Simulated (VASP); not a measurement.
SnO2, 6 atoms in the cell. The structure is tetragonal, space group P4_2/mnm (No. 136). Conventional cell: a = 4.737 Å, b = 4.737 Å, c = 3.186 Å, α = 90.00°, β = 90.00°, γ = 90.00°. Sn (site symmetry mmm) has 6 O at 2.05 to 2.06 Å within 2.7 Å. O (site symmetry m2m) has 3 Sn at 2.05 to 2.06 Å and 1 O at 2.60 Å within 2.7 Å. 

```yaml
Program: VASP 6.6.1
Task: single point
Functional: PBE
Potentials_or_basis: VASP PAW PBE potentials, release 64 (Sn_d, O)
Cutoff: 520 eV
k_mesh: 5 × 5 × 7
Occupations: fermi-dirac, width 0.001 eV
Spin: no spin polarisation
Dipole_correction: no
Further_INCAR_settings: ALGO = Normal; EDIFF = 1e-06; NBANDS = 35
```

Potentials or basis: VASP PAW PBE potentials, release 64 (Sn_d, O).

Run with:

```console
$ cat potpaw_PBE.64/Sn_d/POTCAR potpaw_PBE.64/O/POTCAR > POTCAR
$ mpirun -np 1 vasp_std > vasp.out
```

Hardware: 1 thread of Intel(R) Xeon(R) Platinum 8488C (Sapphire Rapids) (shared host).

Estimate the wall time of this run.

It took 33 s on 1 thread of Intel(R) Xeon(R) Platinum 8488C (Sapphire Rapids) (shared host), peak memory 0.19 GiB. Counts: scf iterations 14, k points 24.
